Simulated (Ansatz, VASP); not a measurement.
# NaCl4: VASP beside Ansatz

Contents of INCAR:

```
SYSTEM = NaCl4
  PREC = Accurate
  ENCUT = 520
  EDIFF = 1E-6
  ISMEAR = 0
  SIGMA = 0.1
  LREAL = .False.
  LASPH = .True.
  NELM = 80
  ALGO = Normal
  ISIF = 2
  LWAVE = .False.
  LCHARG = .False.
  GGA = PE
  NBANDS = 26
```

File KPOINTS:

```
Automatic mesh
0
Gamma
  4 4 4
  0 0 0
```

POSCAR

```
NaCl4
1.0
    4.8139564700     -4.8139564700      0.0000000000
    4.8139564700      4.8139564700      0.0000000000
    0.0000000000      0.0000000000      4.4251756400
Na Cl
1 4
Direct
    0.0000000000      0.0000000000      0.0000000000
    0.6950000000      0.3050000000      0.0000000000
    0.3050000000      0.6950000000      0.0000000000
    0.8050000000      0.8050000000      0.5000000000
    0.1950000000      0.1950000000      0.5000000000
```

Input for Ansatz:

```yaml
crystal:
  lattice:
    - [4.81395647, -4.81395647, 0.0]
    - [4.81395647, 4.81395647, 0.0]
    - [0.0, 0.0, 4.42517564]
  atoms:
    - { symbol: Na, position: [0.0, 0.0, 0.0] }
    - { symbol: Cl, position: [0.695, 0.305, 0.0] }
    - { symbol: Cl, position: [0.305, 0.695, 0.0] }
    - { symbol: Cl, position: [0.805, 0.805, 0.5] }
    - { symbol: Cl, position: [0.195, 0.195, 0.5] }
basis:
  ecutwfc: 420
kpoints:
  mp_grid: { grid: [4, 4, 4] }
hamiltonian:
  xc: pbe
scf:
  occupations: { method: gaussian, width: 0.1 }
  lower_state_search: "off"
output:
  forces: true
  stress: true
  eigenvalues: true
```

Change from the starting cell: ordered vacancies on the cation sites of rutile (Cmmm, No. 65).

Alike in both runs: task single point; functional PBE; k mesh 4 × 4 × 4; occupations gaussian, width 0.1 eV; no spin polarisation.

```csv
,VASP,Ansatz
version,VASP 6.6.1,Ansatz 0.2.0
potentials or method,"VASP PAW PBE potentials, release 64 (Na_pv, Cl), cutoff 520 eV","scalar-relativistic, plane waves, PAW"
valence electrons in the cell,35,37
```

Ansatz gave:

| Item | Value |
| --- | --- |
| gap on the k mesh at the Fermi level (eV) | none |
| pressure (GPa) | -1.6 |
| traceless stress, the component that is largest in VASP (GPa) | 0.32 |
| rms of the force components (eV/Å) | 0.072 |

Task: Which values does VASP return?

Result: gap on the k mesh at the Fermi level (eV): none; pressure (GPa): -1.6; traceless stress, the component that is largest in VASP (GPa): 0.32; rms of the force components (eV/Å): 0.071.

Atom by atom the forces differ by 0.001 eV/Å (rms over components). A gap of «none» marks a metal or a gap that the smearing closes. VASP's potentials hold 35 valence electrons a cell and Ansatz's 37, so a difference there can come from the potentials and not from the codes.
